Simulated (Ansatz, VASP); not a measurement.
## Two plane-wave programs on MgSi

POSCAR

```
MgSi
1.0
    2.9083940000      0.0000000000      0.0000000000
    0.0000000000      2.9083940000      0.0000000000
    0.0000000000      0.0000000000      3.9803241900
Mg Si
1 1
Direct
    0.0000000000      0.0000000000      0.0000000000
    0.5000000000      0.5000000000      0.5000000000
```

INCAR.step1

```
PREC = Accurate
ENCUT = 520
ISMEAR = 0
SIGMA = 0.15
LREAL = F
LASPH = T
NELM = 80
NBANDS = 10
GGA = PE
ALGO = Normal
EDIFF = 1E-4
LWAVE = T
LCHARG = F
```

Contents of INCAR.step2:

```
PREC = Accurate
ENCUT = 520
EDIFF = 1E-6
ISMEAR = 0
SIGMA = 0.15
LREAL = F
LASPH = T
NELM = 80
ALGO = Normal
ISIF = 2
LWAVE = F
LCHARG = T
METAGGA = R2SCAN
LMIXTAU = T
LELF = T
LVHAR = T
NBANDS = 10
ISTART = 1
```

Contents of KPOINTS:

```
regular mesh
0
Gamma
  16 16 12
```

Input for Ansatz:

```yaml
crystal:
  lattice:
    - [2.908394, 0.0, 0.0]
    - [0.0, 2.908394, 0.0]
    - [0.0, 0.0, 3.98032419]
  atoms:
    - { symbol: Mg, position: [0.0, 0.0, 0.0] }
    - { symbol: Si, position: [0.5, 0.5, 0.5] }
basis:
  ecutwfc: 500
kpoints:
  mp_grid: { grid: [16, 16, 12] }
hamiltonian:
  xc: r2scan
scf:
  occupations: { method: gaussian, width: 0.15 }
output:
  forces: true
  stress: true
  eigenvalues: true
```

Change from the starting cell: strain +0.000 along x and y, -0.030 along z, atoms carried along.

Alike in both runs: task single point; functional r2SCAN; k mesh 16 × 16 × 12; occupations gaussian, width 0.15 eV; no spin polarisation.

|  | VASP | Ansatz |
| --- | --- | --- |
| version | VASP 6.6.1 | Ansatz 0.2.0 |
| potentials or method | VASP PAW PBE potentials, release 64 (Mg, Si), cutoff 520 eV | scalar-relativistic, plane waves, PAW |
| valence electrons in the cell | 6 | 14 |

Ansatz gave:

| Property | Result |
| --- | --- |
| gap on the k mesh at the Fermi level (eV) | none |
| pressure (GPa) | 1.1 |
| traceless stress, the component that is largest in VASP (GPa) | -0.78 |

Question: What did VASP give for the same quantities?

Answer: gap on the k mesh at the Fermi level (eV): none; pressure (GPa): 0.8; traceless stress, the component that is largest in VASP (GPa): -0.84.

VASP's potentials were made for PBE, not for r2SCAN. A gap of «none» marks a metal or a gap that the smearing closes. With one functional, cell and mesh, what is left measures potentials, basis and numerics. VASP's potentials hold 6 valence electrons a cell and Ansatz's 14, so a difference there can come from the potentials and not from the codes.
